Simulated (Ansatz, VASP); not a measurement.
CuSi4P3: VASP beside Ansatz

```xyz
8
Lattice="1.9358 1.1176 11.5543 -1.9358 1.1176 11.5543 0.0000 -2.2353 11.5543" Properties=species:S:1:pos:R:3 pbc="T T T"
Si    0.0000    0.0000   26.0174
Si    0.0000    0.0000   17.2626
Si    0.0000    0.0000    8.6741
Si    0.0000    0.0000    2.1889
Cu    0.0000    0.0000   34.4723
P     0.0000    0.0000   28.2992
P     0.0000    0.0000   19.5232
P     0.0000    0.0000   10.8802
```

Alike in both runs: task single point; functional PBE; k mesh 6 × 6 × 6; occupations gaussian, width 0.1 eV; no spin polarisation.

|  | VASP | Ansatz |
| --- | --- | --- |
| version | VASP 6.6.1 | Ansatz 0.2.0 |
| potentials or method | VASP PAW PBE potentials, release 64 (Si, Cu, P), cutoff 520 eV | scalar-relativistic, plane waves, PAW |
| valence electrons in the cell | 42 | 50 |

|  | VASP | Ansatz | Ansatz less VASP |
| --- | --- | --- | --- |
| gap on the k mesh at the Fermi level (eV) | none | none | - |
| pressure (GPa) | 0.6 | 0.7 | +0.03 |
| traceless stress, the component that is largest in VASP (GPa) | 0.98 | 1.01 | +0.029 |
| rms of the force components (eV/Å) | 0.211 | 0.209 | -0.0026 |

Atom by atom the forces differ by 0.012 eV/Å (rms over components). A gap of «none» marks a metal or a gap that the smearing closes. VASP's potentials hold 42 valence electrons a cell and Ansatz's 50, so a difference there can come from the potentials and not from the codes.
